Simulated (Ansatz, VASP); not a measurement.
## SiC: VASP beside Ansatz

```xyz
4
Lattice="3.0919 0.0000 0.0000 -1.5460 2.6777 0.0000 0.0000 0.0000 4.8713" Properties=species:S:1:pos:R:3 pbc="T T T"
Si    0.0000    1.7851    2.4206
Si    1.5460    0.8926    4.8562
C     0.0000    1.7851    4.2775
C     1.5460    0.8926    1.8418
```

Alike in both runs: task single point; functional PBE; k mesh 12 × 12 × 6; occupations gaussian, width 0.02 eV; no spin polarisation.

|  | VASP | Ansatz |
| --- | --- | --- |
| version | VASP 6.6.1 | Ansatz 0.2.0 |
| potentials or method | VASP PAW PBE potentials, release 64 (Si, C), cutoff 520 eV | scalar-relativistic, plane waves, PAW |
| valence electrons in the cell | 16 | 16 |

```csv
,VASP,Ansatz,Ansatz less VASP
gap on the k mesh at the Fermi level (eV),2.27,2.27,+0.004
least direct gap on the mesh (eV),3.68,3.69,+0.004
pressure (GPa),9.3,9.4,+0.06
"traceless stress, the component that is largest in VASP (GPa)",13.55,13.47,-0.080
rms of the force components (eV/Å),0.003,0.003,+0.0008
```

Atom by atom the forces differ by 0.001 eV/Å (rms over components). The functional is the same, so the differences come from potentials, cutoffs and numerics.
